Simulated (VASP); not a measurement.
Set up this calculation in VASP 6.6.1, as the native input.

| Item | Value |
| --- | --- |
| Task | single point |
| Functional | PBE |
| Potentials or basis | VASP PAW PBE potentials, release 64 (Ca_sv, O) |
| Cutoff | 520 eV |
| k mesh | 12 × 12 × 6 |
| Occupations | gaussian, width 0.01 eV |
| Spin | no spin polarisation |
| Dipole correction | no |
| Further INCAR settings | ALGO = Normal; EDIFF = 1e-06; NBANDS = 24 |

The structure of CaO lies in POSCAR:

```
CaO
1.0
    3.9810268700      0.0000000000      0.0000000000
   -1.9905134350      3.4476704026      0.0000000000
    0.0000000000      0.0000000000      4.7701151863
Ca O
2 2
Direct
    0.3333333333      0.6666666667      0.2500000000
    0.6666666667      0.3333333333      0.7500000000
    0.6666666667      0.3333333333      0.2500000000
    0.3333333333      0.6666666667      0.7500000000
```

These files were run (other wordings do the same):

INCAR

```
  PREC = Accurate
  ENCUT = 520
  EDIFF = 1E-6
  ISMEAR = 0
  SIGMA = 0.01
  LREAL = F
  LASPH = T
  NELM = 60
  ALGO = Normal
  ISIF = 2
  LWAVE = F
  LCHARG = T
  GGA = PE
  LELF = T
  LVHAR = T
  NBANDS = 24
```

KPOINTS

```
regular mesh
0
Gamma
  12 12 6
```

Potentials or basis: VASP PAW PBE potentials, release 64 (Ca_sv, O).

The run is started by

```bash
$ cat potpaw_PBE.64/Ca_sv/POTCAR potpaw_PBE.64/O/POTCAR > POTCAR
$ mpirun -np 1 vasp_std > vasp.out
```

It gave:

| Item | Value |
| --- | --- |
| Pressure | 2.3 GPa |
| Band gap on the k mesh | 3.19 eV |

It took 48 s on 1 thread of Intel(R) Xeon(R) 6975P-C (Granite Rapids), on a shared host, peak memory 0.24 GiB.
